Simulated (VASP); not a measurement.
Runs of VASP 6.6.1 on Ti. The structure is that of space group Pm-3m (No. 221), or close to it. The cells are those of the table. This isn't the form of Ti at room conditions, which is hcp.

| task | cell | k mesh | cutoff (eV) | gap on the mesh (eV) | pressure (GPa) |
| --- | --- | --- | --- | --- | --- |
| single point | a = 2.642 Å, 1 atom | 20 × 20 × 20 | 520 | none | -0.2 |
| single point | a = 2.682, b = 2.682, c = 2.748 Å, 1 atom | 6 × 6 × 6 | 520 | none | (a) |
| relaxation of cell and atoms | relaxed from a = 2.682, b = 2.682, c = 2.748 Å, 1 atom | 6 × 6 × 6 | 600 | none | -0.1 |
| single point | a = 2.634, b = 2.634, c = 2.637 Å, 1 atom | 6 × 6 × 6 | 520 | none | -0.1 |

Alike in all rows: level PBE; potentials or basis VASP PAW PBE potentials, release 64 (Ti_sv); no spin polarisation; smearing gaussian 0.1 eV.

Task: Estimate the missing entries.

Result: (a) -5.4.

Caveats: some runs use coarse meshes.

A gap of «none» marks levels without a gap at the run's occupations.
